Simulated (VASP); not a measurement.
# Si (P1) in VASP: notebook, part 3 of 3

VASP 6.6.1. Earlier steps stand in the parts before.

### Step 5. Single point, LDA

File INCAR:

```
SYSTEM = Si
  PREC = Accurate
  ENCUT = 520
  EDIFF = 1E-7
  ISMEAR = -1
  SIGMA = 0.17
  LREAL = Auto
  LASPH = .True.
  NELM = 100
  ALGO = Normal
  ISIF = 2
  LWAVE = .False.
  LCHARG = .False.
  NBANDS = 46
```

File KPOINTS:

```
regular mesh
0
Gamma
  2 2 2
  0 0 0
```

File POSCAR:

```
Si
1.0
    0.0000000000      5.6889540000      5.6889540000
    5.6889540000      0.0000000000      5.6889540000
    5.6889540000      5.6889540000      0.0000000000
Si
16
Direct
    0.0607229378      0.0441645336     -0.1089743387
    0.1938844997      0.1042546661      0.0374058219
    0.0280455774     -0.0411059748      0.3961448801
    0.1544835834      0.1439895629      0.4814857002
    0.0275885514      0.4782162064     -0.0657853799
    0.0880126645      0.6697364753      0.0812627418
    0.0528128721      0.5307038869      0.4268886688
    0.1439631960      0.6365493551      0.5695071537
    0.5494507426     -0.0238180868     -0.0767276375
    0.7308285495      0.0652580422      0.0415278450
    0.5398180404     -0.0394448610      0.4403094136
    0.6431059207      0.0832490472      0.5817941224
    0.6081961640      0.4616490132     -0.0981199707
    0.6713536443      0.6182683144      0.0440502771
    0.5672132346      0.4520778336      0.4400369558
    0.6671788874      0.6041444526      0.5617816562
```

Command:

```
cat potpaw_LDA.64/Si/POTCAR > POTCAR
mpirun -np 1 vasp_std > vasp.out
```

It took 3.3 min on 1 thread of Intel Xeon 6975P-C (Granite Rapids), shared host; peak memory 0.38 GiB.

Results (log left out):

- Free energy: -87.5178 eV
- Pressure: -7.6 GPa
- Largest force: 3.005 eV/Å
- Band gap on the k mesh: zero (band 32 reaches 4.90 eV, above the bottom of band 33 at 4.69 eV)

Forces in eV/Å, atoms in the order of the input:
```
Si  -2.506 -0.553 -0.279
Si   1.128 -0.203 -0.012
Si   2.249 -0.812  1.155
Si   0.622  1.396  0.198
Si   0.779  0.580  1.072
Si  -0.777 -0.465  0.707
Si  -1.265 -1.157 -1.998
Si  -1.280  2.719 -0.045
Si   0.624  1.504  0.410
Si   1.650 -0.991 -1.418
Si   0.173 -1.276  0.586
Si  -1.525 -0.938  1.403
Si   0.701  0.679 -0.980
Si  -0.250  0.663 -1.390
Si   0.701 -1.183  0.123
Si  -1.022  0.037  0.468
```

Stress tensor (GPa, compression positive):
```
-8.23  0.52 -0.32
 0.52 -7.12 -0.19
-0.32 -0.19 -7.35
```

Levels at points of the mesh, in eV from the Fermi level:
| k point | band 30 | band 31 | band 32 | band 33 | band 34 | band 35 |
| --- | --- | --- | --- | --- | --- | --- |
| (0.00, 0.00, 0.00) | -0.65 | -0.34 | -0.26 | -0.03 | 0.09 | 0.17 |
| (0.50, 0.00, 0.00) | -1.06 | -0.97 | -0.47 | 0.09 | 0.44 | 0.65 |
| (0.00, 0.50, 0.00) | -0.99 | -0.63 | 0.09 | 0.55 | 0.62 | 0.90 |
| (0.00, 0.00, 0.50) | -0.77 | -0.60 | -0.02 | 0.20 | 0.45 | 0.81 |
| (0.50, 0.50, 0.50) | -0.80 | -0.68 | 0.18 | 0.29 | 0.56 | 0.72 |
| (0.50, 0.50, 0.00) | -1.39 | -1.10 | -0.17 | 0.55 | 0.59 | 1.39 |
| (0.00, 0.50, 0.50) | -1.15 | -0.89 | -0.48 | 0.38 | 0.71 | 1.33 |
| (0.50, 0.00, 0.50) | -1.31 | -0.71 | -0.27 | 0.33 | 0.65 | 1.14 |

Caveat: the k points lie up to 0.48 Å⁻¹ apart; forces of over 1 eV/Å act on the atoms, so gaps and moduli don't describe the material at rest.

### Step 6. Single point, LDA

File INCAR:

```
PREC = Accurate
ENCUT = 520
EDIFF = 1E-6
ISMEAR = -1
SIGMA = 0.17
LREAL = Auto
LASPH = True
NELM = 100
ALGO = Normal
ISIF = 2
LWAVE = False
LCHARG = False
NBANDS = 46
```

File KPOINTS:

```
Automatic mesh
0
Gamma
  2 2 2
```

File POSCAR:

```
Si
1.0
    0.0000000000      5.6889540000      5.6889540000
    5.6889540000      0.0000000000      5.6889540000
    5.6889540000      5.6889540000      0.0000000000
Si
16
Direct
    0.0905438856     -0.0285817041     -0.1215864990
    0.2018912440      0.1058278903      0.0034716400
    0.0738712248      0.0000791007      0.3751216832
    0.1845330442      0.1268598762      0.5285154354
    0.0963182335      0.4618511593     -0.1365189453
    0.2025943609      0.6041620305      0.0001318344
    0.0486908490      0.5108144661      0.3969798314
    0.2142924692      0.6354946797      0.4817405801
    0.5791750118     -0.0302340290     -0.1235200706
    0.7134615608      0.0735724001     -0.0035419516
    0.5557875841     -0.0131746539      0.3791997615
    0.6838076033      0.1019255912      0.5210711846
    0.5744113944      0.4457937259     -0.1229399992
    0.7041101053      0.5943008152     -0.0210144079
    0.5979306565      0.4998634195      0.3245412074
    0.6713448553      0.6127400573      0.5110517680
```

Potentials or basis: VASP PAW LDA potentials, release 64 (Si).

Command:

```
cat potpaw_LDA.64/Si/POTCAR > POTCAR
mpirun -np 1 vasp_std > vasp.out
```

It took 2.3 min on 1 thread of Intel Xeon 6975P-C (Granite Rapids), shared host; peak memory 0.38 GiB.

The run converged. Its results:

```yaml
Free_energy: -90.6190 eV
Pressure: -10.2 GPa
Largest_force: 2.661 eV/Å
Band_gap_on_the_k_mesh: 0.29 eV, direct
```

Forces in eV/Å, atoms in the order of the input:
```
Si   0.424  0.106 -0.623
Si  -0.326  0.532 -0.192
Si   0.764  0.116 -0.339
Si  -1.068 -1.244  0.602
Si   1.080 -0.882  0.842
Si  -0.098  0.419 -0.894
Si  -0.794 -0.041  0.253
Si  -0.488  0.248 -0.700
Si  -0.111 -0.122 -0.779
Si   0.955  0.460  0.278
Si   0.219  0.537  0.135
Si  -1.042 -1.021  1.388
Si   0.621 -0.178  0.412
Si  -0.945 -0.188  0.840
Si   1.405  1.287 -1.857
Si  -0.596 -0.030  0.634
```

Stress tensor (GPa, compression positive):
```
-10.48   0.50  -0.16
  0.50  -9.83  -0.97
 -0.16  -0.97 -10.20
```

Levels at points of the mesh, in eV from the valence-band top:
```csv
k point,band 28,band 29,band 30,band 31,band 32,band 33,band 34,band 35,band 36,band 37
"(0.00, 0.00, 0.00)",-1.10,-0.96,-0.34,-0.20,0.00,0.29,0.31,0.44,0.47,0.64
"(0.50, 0.00, 0.00)",-2.01,-1.16,-0.98,-0.73,-0.59,0.85,0.89,1.01,1.07,1.14
"(0.00, 0.50, 0.00)",-1.85,-1.15,-0.79,-0.71,-0.63,0.72,0.99,1.01,1.15,1.25
"(0.00, 0.00, 0.50)",-1.72,-1.19,-0.86,-0.66,-0.54,0.89,0.92,1.15,1.16,1.25
"(0.50, 0.50, 0.50)",-1.93,-1.06,-0.95,-0.81,-0.60,0.85,0.99,1.04,1.09,1.20
"(0.50, 0.50, 0.00)",-1.82,-1.56,-1.32,-1.15,-1.07,0.79,0.90,1.64,1.87,1.93
"(0.00, 0.50, 0.50)",-1.62,-1.52,-1.40,-1.24,-1.05,0.75,0.84,1.72,1.81,1.85
"(0.50, 0.00, 0.50)",-1.83,-1.44,-1.34,-1.15,-1.13,0.85,0.89,1.75,1.84,1.92
```

Caveat: the k points lie up to 0.48 Å⁻¹ apart; forces of over 1 eV/Å act on the atoms, so gaps and moduli don't describe the material at rest. A k mesh can miss the band edges.
